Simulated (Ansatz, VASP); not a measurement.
ZnSnP2: VASP beside Ansatz

```
Zn Sn P
1.0
    -2.95110    2.95110    5.64075
     2.95110   -2.95110    5.64075
     2.95110    2.95110   -5.64075
Zn Sn P
2 2 4
Direct
  0.75000 0.25000 0.50000
  0.00000 0.00000 0.00000
  0.25000 0.75000 0.50000
  0.50000 0.50000 0.00000
  0.37500 0.35049 0.47549
  0.64951 0.12500 0.02451
  0.10049 0.62500 0.97549
  0.87500 0.89951 0.52451
```

Alike in both runs: task single point; functional PBEsol; k mesh 8 × 8 × 8; occupations gaussian, width 0.05 eV; no spin polarisation.

|  | VASP | Ansatz |
| --- | --- | --- |
| version | VASP 6.6.1 | Ansatz 0.2.0 |
| potentials or method | VASP PAW PBE potentials, release 64 (Zn, Sn_d, P), cutoff 500 eV | scalar-relativistic, plane waves, PAW |
| valence electrons in the cell | 72 | 72 |

|  | VASP | Ansatz | Ansatz less VASP |
| --- | --- | --- | --- |
| gap on the k mesh at the Fermi level (eV) | 0.17 | 0.16 | -0.007 |
| least direct gap on the mesh (eV) | 0.17 | 0.16 | -0.007 |
| pressure (GPa) | -5.8 | -5.9 | -0.06 |
| traceless stress, the component that is largest in VASP (GPa) | 1.71 | 1.71 | -0.003 |
| rms of the force components (eV/Å) | 0.106 | 0.100 | -0.0066 |

VASP's potentials were made for PBE, not for PBEsol. Atom by atom the forces differ by 0.007 eV/Å (rms over components).
